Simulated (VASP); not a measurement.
# GaP (F-43m) in VASP: vibrations by perturbation theory with PBEsol

Aim: the vibrations by perturbation theory of GaP with PBEsol.

Everything below comes from runs of VASP 6.6.1. Logs are shortened: lines on timing, memory, paths and dates and some standing lists are left out, and cuts for length are marked.

### 1 The cell of the first run

The structure is cubic, space group F-43m (No. 216). The conventional cell has a = 5.438 Å, b = 5.438 Å, c = 5.438 Å, α = 90.00°, β = 90.00°, γ = 90.00°. Within 3.1 Å of Ga (site symmetry -43m) lie 4 P at 2.35 Å. Within 3.1 Å of P (site symmetry -43m) lie 4 Ga at 2.35 Å.

### 2 Vibrations by perturbation theory, PBEsol

Contents of INCAR:

```
SYSTEM = GaP
PREC     = Accurate       ! precision mode
ENCUT    = 500            ! plane-wave cutoff, eV
EDIFF    = 1E-8           ! SCF threshold, eV
ISMEAR   = 0              ! smearing method
SIGMA    = 0.01           ! smearing width, eV
LREAL    = .FALSE.        ! projectors in reciprocal space
LASPH    = .TRUE.         ! aspherical terms in the spheres
NELM     = 120            ! most SCF steps
ALGO     = Normal         ! electronic algorithm
ISIF     = 2              ! what is computed and relaxed
LWAVE    = .FALSE.        ! write WAVECAR
LCHARG   = .FALSE.        ! write CHGCAR
GGA      = PS             ! functional
NBANDS   = 16             ! bands
IBRION   = 8              ! ionic algorithm
NSW      = 1              ! ionic steps
LEPSILON = .TRUE.         ! dielectric tensor by DFPT
GGA_COMPAT= .FALSE.
```

Contents of KPOINTS:

```
regular mesh
0
G
  8 8 8
  0 0 0
```

Contents of POSCAR:

```
GaP
1.0
    0.0000000000      2.7192244523      2.7192244523
    2.7192244523      0.0000000000      2.7192244523
    2.7192244523      2.7192244523      0.0000000000
Ga P
1 1
Direct
    0.0000000000      0.0000000000      0.0000000000
    0.7500000000      0.7500000000      0.7500000000
```

Potentials or basis: VASP PAW PBE potentials, release 64 (Ga_d, P).

Run with:

```console
> cat potpaw_PBE.64/Ga_d/POTCAR potpaw_PBE.64/P/POTCAR > POTCAR
> mpirun -np 1 vasp_std > vasp.out
```

OUTCAR:

```text
SYSTEM = GaP
   PREC = Accurate
   ENCUT = 500
   EDIFF = 1E-8
   ISMEAR = 0
   LREAL = .FALSE.
   LASPH = .TRUE.
   NELM = 120
   ISIF = 2
   GGA = PS
   IBRION = 8
   NSW = 1
   LEPSILON = .TRUE.

 ion  position               nearest neighbor table
   1  0.000  0.000  0.000-   2 2.35   2 2.35   2 2.35   2 2.35
   2  0.750  0.750  0.750-   1 2.35   1 2.35   1 2.35   1 2.35

  LATTYP: Found a face centered cubic cell.
 ALAT       =     5.4384489046

  Lattice vectors:

 A1 = (   0.0000000000,   2.7192244523,   2.7192244523)
 A2 = (   2.7192244523,   0.0000000000,   2.7192244523)
 A3 = (   2.7192244523,   2.7192244523,   0.0000000000)

Analysis of symmetry for initial positions (statically):
=====================================================================
 Subroutine PRICEL returns:
 Original cell was already a primitive cell.

 Routine SETGRP: Setting up the symmetry group for a
 face centered cubic supercell.

 Subroutine GETGRP returns: Found 24 space group operations
 (whereof 24 operations were pure point group operations)
 out of a pool of 48 trial point group operations.

The static configuration has the point symmetry T_d .

Analysis of symmetry for dynamics (positions and initial velocities):
=====================================================================
 Subroutine PRICEL returns:
 Original cell was already a primitive cell.

 Routine SETGRP: Setting up the symmetry group for a
 face centered cubic supercell.

 Subroutine GETGRP returns: Found 24 space group operations
 (whereof 24 operations were pure point group operations)
 out of a pool of 48 trial point group operations.

The dynamic configuration has the point symmetry T_d .

 Subroutine INISYM returns: Found 24 space group operations
 (whereof 24 operations are pure point group operations),
 and found     1 'primitive' translations

----------------------------------------------------------------------------------------

                                     Primitive cell

  volume of cell :      40.2129

  direct lattice vectors                    reciprocal lattice vectors
     0.000000000  2.719224452  2.719224452    -0.183875958  0.183875958  0.183875958
     2.719224452  0.000000000  2.719224452     0.183875958 -0.183875958  0.183875958
     2.719224452  2.719224452  0.000000000     0.183875958  0.183875958 -0.183875958

  length of vectors
     3.845564100  3.845564100  3.845564100     0.318482501  0.318482501  0.318482501

  position of ions in fractional coordinates (direct lattice)
     0.000000000  0.000000000  0.000000000
     0.750000000  0.750000000  0.750000000

  ion indices of the primitive-cell ions
   primitive index   ion index
                 1           1
                 2           2

----------------------------------------------------------------------------------------

 KPOINTS: regular mesh

Automatic generation of k-mesh.
 Grid dimensions read from file:
 generate k-points for:    8    8    8

 Generating k-lattice:

  Cartesian coordinates                     Fractional coordinates (reciprocal lattice)
[... 605 lines left out ...]
  ---------------------------------------------------
  ---------------------------------------------------
  free energy    TOTEN  =        -1.24612355 eV

  energy without entropy =       -1.24612355

------------------------ aborting loop because EDIFF is reached ----------------------------------------

--------------------------------------- Ionic step        2  -------------------------------------------

------------------------ aborting loop because EDIFF is reached ----------------------------------------

--------------------------------------- Ionic step        3  -------------------------------------------

------------------------ aborting loop because EDIFF is reached ----------------------------------------

 PIEZOELECTRIC TENSOR FIELD DIRECTION 3  (e Angst)
 -----------------------------------------------------------------------------
    -0.00033  2.02161  0.00000           (  0.00000  0.03491  0.00000)
     2.02161 -0.00033  0.00000           (  0.03491  0.00000  0.00000)
     0.00000  0.00000 -0.00119           (  0.00000  0.00000 -0.00000)

 PIEZOELECTRIC TENSOR FIELD DIRECTION 3  (C/m^2)
 -----------------------------------------------------------------------------
    -0.00013  0.80546  0.00000
     0.80546 -0.00013  0.00000
     0.00000  0.00000 -0.00047

--------------------------------------- Ionic step        4  -------------------------------------------

------------------------ aborting loop because EDIFF is reached ----------------------------------------

[... ionic steps 5 to 6 ...]

--------------------------------------- Ionic step        7  -------------------------------------------

 Free energy of the ion-electron system (eV)
  ---------------------------------------------------
  ---------------------------------------------------
  free energy    TOTEN  =        -0.04739987 eV

  energy without entropy =       -0.04739987

------------------------ aborting loop because EDIFF is reached ----------------------------------------

 INTERNAL STRAIN TENSOR  FOR ION    2  DIRECTION 1   (eV/Angst):
 -----------------------------------------------------------------------------
    -0.01128  0.00000  0.00000
     0.00000  0.00721  7.26438
     0.00000  7.26438  0.00721

 MACROSCOPIC STATIC DIELECTRIC TENSOR (including local field effects in DFT)
 ------------------------------------------------------
          11.513813    -0.000000    -0.000000
           0.000000    11.513813    -0.000000
           0.000000     0.000000    11.513813
 ------------------------------------------------------

 PIEZOELECTRIC TENSOR (including local field effects)  for field in x, y, z        (e  Angst)
          XX          YY          ZZ          XY          YZ          ZX
  --------------------------------------------------------------------------------
  x     0.00000    -0.00000     0.00000     0.00000     2.02944     0.00000
  y    -0.00000     0.00000     0.00000    -0.00000     0.00000     2.02944
  z    -0.00000    -0.00000    -0.00000     2.02944    -0.00000     0.00000

 PIEZOELECTRIC TENSOR (including local field effects)  for field in x, y, z        (C/m^2)
          XX          YY          ZZ          XY          YZ          ZX
  --------------------------------------------------------------------------------
  x     0.00000    -0.00000     0.00000     0.00000     0.80858     0.00000
  y    -0.00000     0.00000     0.00000    -0.00000     0.00000     0.80858
  z    -0.00000    -0.00000    -0.00000     0.80858    -0.00000     0.00000

 BORN EFFECTIVE CHARGES (including local field effects) (in |e|, cummulative output)
 ---------------------------------------------------------------------------------
 ion    1
    1     2.18761     0.00000     0.00000
    2     0.00000     2.18761     0.00000
    3     0.00000     0.00000     2.18761
 ion    2
    1    -2.18761     0.00000     0.00000
    2     0.00000    -2.18761     0.00000
    3     0.00000     0.00000    -2.18761

 INTERNAL STRAIN TENSOR FOR ION    2 for displacements in x,y,z  (eV/Angst):
          X           Y           Z          XY          YZ          ZX
  --------------------------------------------------------------------------------
  x     0.00000    -0.00000    -0.00000     0.00000     7.26438     0.00000
  y    -0.00000    -0.00000    -0.00000     0.00000     0.00000     7.26438
  z    -0.00000    -0.00000     0.00000     7.26438     0.00000     0.00000

 SECOND DERIVATIVES (NOT SYMMETRIZED)
 ------------------------------------
               1X          1Y          1Z          2X          2Y          2Z
  1X   -10.023600    0.000000    0.000000   10.023600    0.000000    0.000000
  1Y     0.000000  -10.023600    0.000000    0.000000   10.023600    0.000000
  1Z     0.000000    0.000000  -10.023600    0.000000    0.000000   10.023600
  2X     9.974043    0.000000    0.000000   -9.974043    0.000000    0.000000
  2Y     0.000000    9.974043    0.000000    0.000000   -9.974043    0.000000
  2Z     0.000000    0.000000    9.974043    0.000000    0.000000   -9.974043

 Eigenvectors and eigenvalues of the dynamical matrix
 ----------------------------------------------------

   1 f  =   10.669396 THz    67.037792 2PiTHz  355.892741 cm-1    44.125056 meV
             X         Y         Z           dx          dy          dz
      0.000000  0.000000  0.000000     0.000000    0.555566    0.000000
      4.078837  4.078837  4.078837     0.000000   -0.831473    0.000000
[... 21 lines left out ...]
   6 f/i=    0.012214 THz     0.076742 2PiTHz    0.407411 cm-1     0.050513 meV
             X         Y         Z           dx          dy          dz
      0.000000  0.000000  0.000000     0.000000    0.000000    0.831473
      4.078837  4.078837  4.078837     0.000000    0.000000    0.555566

--------------------------------------------------------------------------------------------------------

 MACROSCOPIC STATIC DIELECTRIC TENSOR IONIC CONTRIBUTION
 ------------------------------------------------------
           2.153719     0.000000     0.000000
           0.000000     2.153719     0.000000
           0.000000     0.000000     2.153719
 ------------------------------------------------------

 ELASTIC MODULI CONTR FROM IONIC RELAXATION (kBar)
 Direction    XX          YY          ZZ          XY          YZ          ZX
 --------------------------------------------------------------------------------
 XX          -0.0000     -0.0000     -0.0000      0.0000      0.0000      0.0000
 YY          -0.0000     -0.0000     -0.0000      0.0000      0.0000      0.0000
 ZZ          -0.0000     -0.0000     -0.0000      0.0000      0.0000      0.0000
 XY           0.0000      0.0000      0.0000   -208.4945     -0.0000     -0.0000
 YZ           0.0000      0.0000      0.0000     -0.0000   -208.4945     -0.0000
 ZX           0.0000      0.0000      0.0000     -0.0000     -0.0000   -208.4945
 --------------------------------------------------------------------------------

 PIEZOELECTRIC TENSOR IONIC CONTR  for field in x, y, z        (C/m^2)
          XX          YY          ZZ          XY          YZ          ZX
  --------------------------------------------------------------------------------
  x     0.00000     0.00000     0.00000    -0.00000    -0.63054    -0.00000
  y     0.00000     0.00000     0.00000    -0.00000    -0.00000    -0.63054
  z     0.00000     0.00000     0.00000    -0.63054    -0.00000    -0.00000
```

Wall time 5.7 min (1 thread of Intel Xeon Platinum 8375C at 2.90GHz (Ice Lake), shared host); peak memory 0.28 GiB.

Results:

* Electronic dielectric tensor (diagonal): 11.51
* Born charges (mean of the diagonal): Ga +2.19; P -2.19 e
* Highest phonon frequency at Γ, LO-TO splitting left out: 356 cm⁻¹

Phonon frequencies in cm⁻¹ (negative: imaginary):
| q point | frequencies |
| --- | --- |
| (0.000, 0.000, 0.000) | 0 0 0 356 356 356 |

Electronic dielectric tensor:
```
11.51  0.00  0.00
 0.00 11.51  0.00
 0.00  0.00 11.51
```

Born effective charge tensors (e):
atom 1, Ga
```
2.19 0.00 0.00
0.00 2.19 0.00
0.00 0.00 2.19
```
atom 2, P
```
-2.19  0.00  0.00
 0.00 -2.19  0.00
 0.00  0.00 -2.19
```
